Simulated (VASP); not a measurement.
Wanted: the native input for a VASP 6.6.1 run.

```
Task                   : single point
Functional             : PBE
Potentials or basis    : VASP PAW PBE potentials, release 64 (Ni)
Cutoff                 : 520 eV
k mesh                 : 16 × 16 × 16
Occupations            : fermi-dirac, width 0.05 eV
Spin                   : collinear spin, ferromagnetic start
Starting moments       : [1.5] μB
Dipole correction      : no
Further INCAR settings : ALGO = Normal; EDIFF = 1e-06; NBANDS = 15
```

The structure of Ni lies in POSCAR:

```
Ni
1.0
    2.3292659684      0.0000000000      0.0000000000
    0.0000000000      2.3292659684      0.0000000000
    0.0000000000      0.0000000000      2.3292659684
Ni
1
Direct
    0.0000000000      0.0000000000      0.0000000000
```

This isn't the form of Ni at room conditions, which is fcc.

The input as run:

INCAR

```
SYSTEM = Ni
PREC     = Accurate       ! precision mode
ENCUT    = 520            ! plane-wave cutoff, eV
EDIFF    = 1E-6           ! SCF threshold, eV
ISMEAR   = -1             ! smearing method
SIGMA    = 0.05           ! smearing width, eV
LREAL    = .FALSE.        ! projectors in reciprocal space
LASPH    = .TRUE.         ! aspherical terms in the spheres
NELM     = 150            ! most SCF steps
ALGO     = Normal         ! electronic algorithm
ISIF     = 2              ! what is computed and relaxed
LWAVE    = .FALSE.        ! write WAVECAR
LCHARG   = .FALSE.        ! write CHGCAR
ISPIN    = 2              ! spin polarisation
MAGMOM   = 1.5            ! initial moments
LORBIT   = 11             ! projections on sites
LMAXMIX  = 4              ! l up to which the mixer works
GGA      = PE             ! functional
NBANDS   = 15             ! bands
```

KPOINTS

```
Automatic mesh
0
G
  16 16 16
  0 0 0
```

Potentials or basis: VASP PAW PBE potentials, release 64 (Ni).

Run with:

```bash
$ cat potpaw_PBE.64/Ni/POTCAR > POTCAR
$ mpirun -np 1 vasp_std > vasp.out
```

It gave:

```
Pressure                                              : -0.2 GPa
Net moment                                            : 0.54 μB per cell
Site moments                                          : Ni +0.55 μB
Valence electrons inside the program's atomic spheres : Ni 9.24
```

Wall time 33 s on 1 thread of Intel(R) Xeon(R) Platinum 8488C (Sapphire Rapids) (shared host), peak memory 0.16 GiB.
